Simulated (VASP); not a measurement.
Fe:

```
Fe
1.0
     1.43330   -1.43330   -1.43330
    -2.86660    0.00000    0.00000
     0.00000    2.86660   -2.86660
Fe
2
Direct
  0.00000 0.00000 0.00000
  0.00000 0.50000 0.50000
```

Base run:

| Property | Result |
| --- | --- |
| Program | VASP 6.6.1 |
| Functional | PBEsol |
| Potentials or basis | VASP PAW PBE potentials, release 64 (Fe) |
| Cutoff | 600 eV |
| k mesh | 12 × 11 × 6 |
| Occupations | fermi-dirac, width 0.1 eV |
| Spin | no spin polarisation |

Its results: pressure -31.5 GPa.

Q: The run is repeated on the same cell with these changes: spin from no spin polarisation to collinear spin, ferromagnetic start; further incar settings from ALGO = Normal; EDIFF = 1e-06; NBANDS = 15; ISYM = 0 to ALGO = Normal; EDIFF = 1e-06; NBANDS = 19; ISYM = 0. What comes out?

A: Pressure -14.7 GPa; net moment 4.51 μB per cell; site moments Fe +2.25 μB.

Caveats: the cell stands under tension; the PAW data sets were made with another functional, which shifts forces and pressure a little.
